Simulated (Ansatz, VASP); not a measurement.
One calculation of Yb, two programs

File INCAR:

```
PREC = Accurate
ENCUT = 600
EDIFF = 1E-7
ISMEAR = -1
SIGMA = 0.1
LREAL = F
LASPH = T
NELM = 100
ALGO = Normal
ISIF = 3
LWAVE = F
LCHARG = F
GGA = RE
IBRION = 2
NSW = 80
EDIFFG = -0.01
```

Contents of KPOINTS:

```
regular mesh
0
Gamma
  9 9 5
```

File POSCAR:

```
Yb
1.0
    3.8793238081      0.0000000000      0.0000000000
   -1.9396619040      3.3595929673      0.0000000000
    0.0000000000      0.0000000000      6.3349357786
Yb
2
Direct
    0.3333333333      0.6666666667      0.2500000000
    0.6666666667      0.3333333333      0.7500000000
```

Input for Ansatz:

```yaml
crystal:
  lattice:
    - [3.8793238081, 0.0, 0.0]
    - [-1.939661904, 3.3595929673, 0.0]
    - [0.0, 0.0, 6.3349357786]
  atoms:
    - { symbol: Yb, position: [0.3333333333, 0.6666666667, 0.25] }
    - { symbol: Yb, position: [0.6666666667, 0.3333333333, 0.75] }
hamiltonian:
  xc: revpbe
  pseudopotentials:
    kind: paw
    azcp:
      Yb: "pseudopotentials/Yb.paw.azcp"
basis:
  ecutwfc: 420
  fft_grid_basis: typed
kpoints:
  mp_grid: { grid: [9, 9, 5], shift: [0, 0, 0] }
magnetization:
  spin_polarized: false
scf:
  occupations: { method: fermi_dirac, width: 0.1 }
relax:
  max_steps: 60
  f_tol: 0.01
  cell: {}
```

Alike in both runs: task relaxation of cell and atoms; functional revPBE; k mesh 9 × 9 × 5; occupations fermi-dirac, width 0.1 eV; no spin polarisation.

|  | VASP | Ansatz |
| --- | --- | --- |
| version | VASP 6.6.1 | Ansatz 0.2.0 |
| potentials or method | VASP PAW PBE potentials, release 64 (Yb), cutoff 600 eV | plane waves (420 eV) with PAW, scalar-relativistic |
| valence electrons in the cell | 48 | 48 |

|  | VASP | Ansatz | Ansatz less VASP |
| --- | --- | --- | --- |
| relaxed volume (Å³/atom) | 38.40 | 38.00 | -0.404 |
| relaxed length of the cell vector where the two differ most in proportion (Å) | 3.780 | 3.765 | -0.0151 |

VASP's potentials were made for PBE, not for revPBE.

Spin-orbit coupling is off throughout.
